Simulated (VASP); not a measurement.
# HfC (HfC (100), 2 layers) in VASP: relaxation of the atoms with PBEsol

Aim: the relaxation of the atoms of HfC (HfC (100), 2 layers) with PBEsol.

Everything below comes from runs of VASP 6.6.1. Logs are shortened: lines on timing, memory, paths and dates and some standing lists are left out, and cuts for length are marked.

## 1. The cell of the first run

The cell holds a slab with vacuum, 4 atoms: a = 3.258 Å, b = 3.258 Å, c = 18.304 Å, α = 90.00°, β = 90.00°, γ = 90.00°.

## 2. Relaxation of the atoms, PBEsol

File INCAR:

```
PREC = Accurate
ENCUT = 520
EDIFF = 1E-6
ISMEAR = -1
SIGMA = 0.08
LREAL = F
LASPH = T
NELM = 60
ALGO = Normal
ISIF = 2
LWAVE = F
LCHARG = F
LDIPOL = T
IDIPOL = 3
DIPOL = 0.5 0.5 0.500
GGA = PS
IBRION = 2
NSW = 32
EDIFFG = -0.01
```

File KPOINTS:

```
Automatic mesh
0
Gamma
  11 11 1
```

File POSCAR:

```
HfC
1.0
    3.2578741457      0.0000000000      0.0000000000
    0.0000000000      3.2578741457      0.0000000000
    0.0000000000      0.0000000000     18.3037000000
Hf C
2 2
Direct
    0.0000000000      0.0000000000      0.4406036982
    0.5000000000      0.5000000000      0.5593963004
    0.5000000000      0.5000000000      0.4392017392
    0.0000000000      0.0000000000      0.5607982622
```

Potentials or basis: VASP PAW PBE potentials, release 64 (Hf_pv, C).

The run is started by

```bash
> cat potpaw_PBE.64/Hf_pv/POTCAR potpaw_PBE.64/C/POTCAR > POTCAR
> mpirun -np 1 vasp_std > vasp.out
```

OUTCAR:

```text
PREC = Accurate
   ENCUT = 520
   EDIFF = 1E-6
   ISMEAR = -1
   LREAL = F
   LASPH = T
   NELM = 60
   ISIF = 2
   GGA = PS
   IBRION = 2
   NSW = 32
   EDIFFG = -0.01

 ion  position               nearest neighbor table
   1  0.000  0.000  0.441-   4 2.20   3 2.30   3 2.30   3 2.30   3 2.30   2 3.17   2 3.17   2 3.17
                             2 3.17
   2  0.500  0.500  0.559-   3 2.20   4 2.30   4 2.30   4 2.30   4 2.30   1 3.17   1 3.17   1 3.17
                             1 3.17
   3  0.500  0.500  0.439-   2 2.20   1 2.30   1 2.30   1 2.30   1 2.30
   4  0.000  0.000  0.561-   1 2.20   2 2.30   2 2.30   2 2.30   2 2.30

  LATTYP: Found a simple tetragonal cell.
 ALAT       =     3.2578741457
 C/A-ratio  =     5.6182956067

  Lattice vectors:

 A1 = (   3.2578741457,   0.0000000000,   0.0000000000)
 A2 = (   0.0000000000,   3.2578741457,   0.0000000000)
 A3 = (   0.0000000000,   0.0000000000,  18.3037000000)

Analysis of symmetry for initial positions (statically):
=====================================================================
 Subroutine PRICEL returns:
 Original cell was already a primitive cell.

 Routine SETGRP: Setting up the symmetry group for a
 simple tetragonal supercell.

 Subroutine GETGRP returns: Found 16 space group operations
 (whereof  8 operations were pure point group operations)
 out of a pool of 16 trial point group operations.

The static configuration has the point symmetry C_4v.
 The point group associated with its full space group is D_4h.

Analysis of symmetry for dynamics (positions and initial velocities):
=====================================================================
 Subroutine PRICEL returns:
 Original cell was already a primitive cell.

 Routine SETGRP: Setting up the symmetry group for a
 simple tetragonal supercell.

 Subroutine GETGRP returns: Found 16 space group operations
 (whereof  8 operations were pure point group operations)
 out of a pool of 16 trial point group operations.

The dynamic configuration has the point symmetry C_4v.
 The point group associated with its full space group is D_4h.

 Subroutine INISYM returns: Found 16 space group operations
 (whereof  8 operations are pure point group operations),
 and found     1 'primitive' translations

----------------------------------------------------------------------------------------

                                     Primitive cell

  volume of cell :     194.2708

  direct lattice vectors                    reciprocal lattice vectors
     3.257874146  0.000000000  0.000000000     0.306948628  0.000000000  0.000000000
     0.000000000  3.257874146  0.000000000     0.000000000  0.306948628  0.000000000
     0.000000000  0.000000000 18.303700000     0.000000000  0.000000000  0.054633763

  length of vectors
     3.257874146  3.257874146 18.303700000     0.306948628  0.306948628  0.054633763

  position of ions in fractional coordinates (direct lattice)
     0.000000000  0.000000000  0.440603698
     0.500000000  0.500000000  0.559396300
     0.500000000  0.500000000  0.439201739
     0.000000000  0.000000000  0.560798262

  ion indices of the primitive-cell ions
   primitive index   ion index
                 1           1
                 2           2
                 3           3
                 4           4

----------------------------------------------------------------------------------------

 KPOINTS: Automatic mesh

Automatic generation of k-mesh.
 Grid dimensions read from file:
 generate k-points for:   11   11    1

 Generating k-lattice:

  Cartesian coordinates                     Fractional coordinates (reciprocal lattice)
     0.027904421  0.000000000  0.000000000     0.090909091  0.000000000  0.000000000
     0.000000000  0.027904421  0.000000000     0.000000000  0.090909091  0.000000000
     0.000000000  0.000000000  0.054633763     0.000000000  0.000000000  1.000000000

  Length of vectors
     0.027904421  0.027904421  0.054633763

  Shift w.r.t. Gamma in fractional coordinates (k-lattice)
     0.000000000  0.000000000  0.000000000

 Subroutine IBZKPT returns following result:
 ===========================================

 Found     21 irreducible k-points:

 Following reciprocal coordinates:
            Coordinates               Weight
  0.000000  0.000000  0.000000      1.000000
  0.090909  0.000000  0.000000      4.000000
  0.181818  0.000000  0.000000      4.000000
  0.272727  0.000000  0.000000      4.000000
  0.363636  0.000000  0.000000      4.000000
  0.454545  0.000000  0.000000      4.000000
[... 13 lines left out ...]
  0.454545  0.363636  0.000000      8.000000
  0.454545  0.454545  0.000000      4.000000
   k-points           NKPTS =     21   k-points in BZ     NKDIM =     21   number of bands    NBANDS=     18
   number of dos      NEDOS =    301   number of ions     NIONS =      4
   total plane-waves  NPLWV =  80640
   dimension x,y,z NGX =    24 NGY =   24 NGZ =  140
   dimension x,y,z NGXF=    48 NGYF=   48 NGZF=  280
   ions per type =               2   2
   NGX,Y,Z   is equivalent  to a cutoff of  12.25, 12.25, 12.72 a.u.
   NGXF,Y,Z  is equivalent  to a cutoff of  24.49, 24.49, 25.43 a.u.
 SYSTEM =  unknown system
   PREC   = accura    normal or accurate (medium, high low for compatibility)
   ISTART =      0    job   : 0-new  1-cont  2-samecut
   ICHARG =      2    charge: 1-file 2-atom 10-const
   ISPIN  =      1    spin polarized calculation?
   LNONCOLLINEAR =      F non collinear calculations
   LSORBIT =      F    spin-orbit coupling
   LASPH  =      T    aspherical Exc in radial PAW
   ENCUT  =  520.0 eV  38.22 Ry    6.18 a.u.   6.06  6.06 34.03*2*pi/ulx,y,z
   NELM   =     60;   NELMIN=  2; NELMDL= -5     # of ELM steps
   EDIFF  = 0.1E-05   stopping-criterion for ELM
   LREAL  =      F    real-space projection
   EDIFFG = -.1E-01   stopping-criterion for IOM
   NSW    =     32    number of steps for IOM
   IBRION =      2    ionic relax: 0-MD 1-quasi-New 2-CG
   NFREE  =      1    steps in history (QN), initial steepest desc. (CG)
   ISIF   =      2    stress and relaxation
   ISYM   =      2    0-nonsym 1-usesym 2-fastsym
   POTIM  = 0.5000    time-step for ionic-motion
   TEBEG  =    0.0;   TEEND  =   0.0 temperature during run
   PSTRESS=    0.0 pullay stress
   NELECT =      28.0000    total number of electrons
   NUPDOWN=      -1.0000    fix difference up-down
   EMIN   =  10.00;   EMAX   =-10.00  energy-range for DOS
   EFERMI =   0.00;   METHOD = LEGACY
   ISMEAR =    -1;   SIGMA  =   0.08  broadening in eV -4-tet -1-fermi 0-gaus
   EFERMI_NEDOS =   21; number of points for ismear=-14 and -15
   IALGO  =     38    algorithm
   IMIX   =      4    mixing-type and parameters
     AMIX     =   0.40;   BMIX     =  1.00
     AMIX_MAG =   1.60;   BMIX_MAG =  1.00
  volume/ion in A,a.u.               =      48.57       327.75
  Fermi-wavevector in a.u.,A,eV,Ry     =   0.858338  1.622024 10.024012  0.736744
  Thomas-Fermi vector in A             =   1.975527
   LORBIT       =      0    0 simple, 1 ext, 2 COOP (PROOUT), +10 PAW based schemes
   GGA     = PS    functional components
   LHFCALC =     F    Hartree Fock is set to
   AEXX    =    0.0000 exact exchange contribution
   IVDW    =     0    specifies the selected vdW correction
   LEPSILON=     F    determine dielectric tensor
   LRPA    =     F    only Hartree local field effects (RPA)
 conjugate gradient relaxation of ions
 non-spin polarized calculation
  energy-cutoff  :      520.00
  volume of cell :      194.27
 maximum number of plane-waves:      5274
   NGX = 13   NGY = 13   NGZ = 69

--------------------------------------- Ionic step        1  -------------------------------------------

 number of electron      28.0000009 magnetization

 Free energy of the ion-electron system (eV)
  ---------------------------------------------------
  ext. energy  EPLUGINS =         0.00000000
  ---------------------------------------------------
  free energy    TOTEN  =       -41.61886601 eV

  energy without entropy =      -41.60591028  energy(sigma->0) =      -41.61238815

------------------------ aborting loop because EDIFF is reached ----------------------------------------

  FORCE on cell =-STRESS in cart. coord.  units (eV):
  Direction    XX          YY          ZZ          XY          YZ          ZX
  --------------------------------------------------------------------------------------
  -------------------------------------------------------------------------------------
  Total       -3.7940034     -3.7940034     -0.2370450      0.0000000      0.0000000     -0.0000000
  in kB      -31.2896568    -31.2896568     -1.9549422      0.0000000      0.0000000     -0.0000000
  external PRESSURE =     -21.5114186 kB  Pullay stress =       0.0000000 kB

 VOLUME and BASIS-vectors are now :
 -----------------------------------------------------------------------------
  energy-cutoff  :      520.00
  volume of cell :      194.27
      direct lattice vectors                 reciprocal lattice vectors
     3.257874146  0.000000000  0.000000000     0.306948628  0.000000000  0.000000000
     0.000000000  3.257874146  0.000000000     0.000000000  0.306948628  0.000000000
     0.000000000  0.000000000 18.303700000     0.000000000  0.000000000  0.054633763
[... 77 lines left out ...]
 POSITION                                       TOTAL-FORCE (eV/Angst)
 -----------------------------------------------------------------------------------
      0.00000      0.00000      8.06827        -0.000000     -0.000000     -0.004595
      1.62894      1.62894     10.23543         0.000000      0.000000      0.004595
      1.62894      1.62894      8.04021        -0.000000     -0.000000      0.014613
      0.00000      0.00000     10.26349        -0.000000      0.000000     -0.014613
 -----------------------------------------------------------------------------------
    total drift:                                0.000000     -0.000000      0.000008

  FREE ENERGIE OF THE ION-ELECTRON SYSTEM (eV)
  ---------------------------------------------------
  free  energy   TOTEN  =       -41.6191764706 eV

  energy  without entropy=      -41.6064499269  energy(sigma->0) =      -41.61281320

--------------------------------------- Ionic step        4  -------------------------------------------

 number of electron      28.0000009 magnetization

 dipolmoment           0.000000      0.000000      0.000000 electrons x Angstroem

 Free energy of the ion-electron system (eV)
  ---------------------------------------------------
  ext. energy  EPLUGINS =         0.00000000
  ---------------------------------------------------
  free energy    TOTEN  =       -41.61919343 eV

  energy without entropy =      -41.60652125  energy(sigma->0) =      -41.61285734

 E-fermi :  -0.7731     XC(G=0):  -4.0696

 val. band max:       -0.8249163414   @ k =   0.0909   0.0000   0.0000
 cond. band min:      -0.6954500488   @ k =   0.0909   0.0000   0.0000
 fundamental gap:      0.1294662926
 Fermi energy:        -0.7731159424

 k-point     1 :       0.0000    0.0000    0.0000
  band No.  band energies     occupation
      1     -31.4353      2.00000
      2     -31.0431      2.00000
      3     -30.8307      2.00000
      4     -30.8307      2.00000
      5     -30.6488      2.00000
      6     -30.6488      2.00000
[... 10 lines left out ...]
     17      -0.0482      0.00023
     18       1.9696      0.00000
[... 400 lines left out ...]
 k-point    21 :       0.4545    0.4545    0.0000
  band No.  band energies     occupation
      1     -31.2256      2.00000
      2     -31.1944      2.00000
      3     -31.1722      2.00000
      4     -31.1396      2.00000
      5     -30.9175      2.00000
      6     -30.9152      2.00000
[... 10 lines left out ...]
     17       3.4877      0.00000
     18       3.4955      0.00000

------------------------ aborting loop because EDIFF is reached ----------------------------------------

 vacuum level on the upper side and lower side of the slab       (xc-potential included)        -0.010        -0.010

  FORCE on cell =-STRESS in cart. coord.  units (eV):
  Direction    XX          YY          ZZ          XY          YZ          ZX
  --------------------------------------------------------------------------------------
  -------------------------------------------------------------------------------------
  Total       -3.7214326     -3.7214326     -0.0235362      0.0000000      0.0000000     -0.0000000
  in kB      -30.6911558    -30.6911558     -0.1941061      0.0000000      0.0000000     -0.0000000
  external PRESSURE =     -20.5254726 kB  Pullay stress =       0.0000000 kB

 VOLUME and BASIS-vectors are now :
 -----------------------------------------------------------------------------
  energy-cutoff  :      520.00
  volume of cell :      194.27
      direct lattice vectors                 reciprocal lattice vectors
     3.257874146  0.000000000  0.000000000     0.306948628  0.000000000  0.000000000
     0.000000000  3.257874146  0.000000000     0.000000000  0.306948628  0.000000000
     0.000000000  0.000000000 18.303700000     0.000000000  0.000000000  0.054633763

 POSITION                                       TOTAL-FORCE (eV/Angst)
 -----------------------------------------------------------------------------------
      3.25787      3.25787      8.06817         0.000000      0.000000     -0.001628
      1.62894      1.62894     10.23553         0.000000      0.000000      0.001628
      1.62894      1.62894      8.04095         0.000000     -0.000000      0.006571
      3.25787      0.00000     10.26275         0.000000      0.000000     -0.006571
 -----------------------------------------------------------------------------------
    total drift:                                0.000000     -0.000000      0.000008

  FREE ENERGIE OF THE ION-ELECTRON SYSTEM (eV)
  ---------------------------------------------------
  free  energy   TOTEN  =       -41.6191934256 eV

  energy  without entropy=      -41.6065212502  energy(sigma->0) =      -41.61285734

 reached required accuracy - stopping structural energy minimisation

 vacuum level on the upper side and lower side of the slab         2.435         2.435
```

It took 5.6 min on 1 thread of AMD EPYC 7R13, shared host; peak memory 0.28 GiB.

Results:

| Property | Result |
| --- | --- |
| Free energy | -41.6192 eV |
| Energy gained by relaxing | 0.1 meV/atom |
| Ionic steps | 4 |
| Largest force after relaxing | 0.007 eV/Å |
| Band gap on the k mesh | zero (band 14 reaches -0.41 eV, above the bottom of band 15 at -0.70 eV) |

Forces in eV/Å, atoms in the order of the input:
```
Hf   0.000  0.000 -0.002
Hf   0.000  0.000  0.002
C    0.000  0.000  0.007
C    0.000  0.000 -0.007
```

The path:
| step | energy change (eV) | largest force (eV/Å) | pressure (GPa) |
| --- | --- | --- | --- |
| 1 | 0.0000 | 0.0767 | -2.15 |
| 2 | -0.0003 | 0.0137 | -2.06 |
| 3 | -0.0003 | 0.0146 | -2.06 |
| 4 | -0.0003 | 0.0066 | -2.05 |

Final structure:
```
Hf C
1.0
     3.25787    0.00000    0.00000
     0.00000    3.25787    0.00000
     0.00000    0.00000   18.30370
Hf C
2 2
Direct
  0.00000 0.00000 0.44079
  0.50000 0.50000 0.55921
  0.50000 0.50000 0.43931
  0.00000 0.00000 0.56069
```

Caveat: the PAW data sets were made with another functional, which shifts forces and pressure a little; spin-orbit coupling is left out, which moves the levels of the heavy elements.
